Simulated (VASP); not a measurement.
Crystal: C.

```
CELL_PARAMETERS angstrom
0.00000 1.77140 1.77140
1.77140 0.00000 1.77140
1.77140 1.77140 0.00000
ATOMIC_POSITIONS crystal
C 0.75000 0.75000 0.75000
C 0.50000 0.50000 0.50000
```

Base run:

```yaml
Program: VASP 6.6.1
Functional: r2SCAN
Potentials_or_basis: VASP PAW PBE potentials, release 64 (C_h)
Cutoff: 910 eV
k_mesh: 13 × 13 × 13
Occupations: fermi-dirac, width 0.05 eV
Spin: no spin polarisation
```

Its results: band gap on the k mesh 4.41 eV, indirect (least direct gap 5.94 eV); pressure 6.0 GPa.

The run is repeated on the same cell with these changes: functional from r2SCAN to PBEsol. What comes out?

Band gap on the k mesh 4.06 eV, indirect (least direct gap 5.60 eV); pressure 4.3 GPa.

r2SCAN gives the wider gap, since meta-GGAs in the generalised Kohn-Sham scheme recover part of the derivative discontinuity.

Caveats: the cutoff is under 1.25 times the usual one of these potentials, so pressure, stress and relaxed cells hold a basis-set (Pulay) error; the PAW data sets were made with another functional, which shifts forces and pressure a little.

A k mesh can miss the band edges.
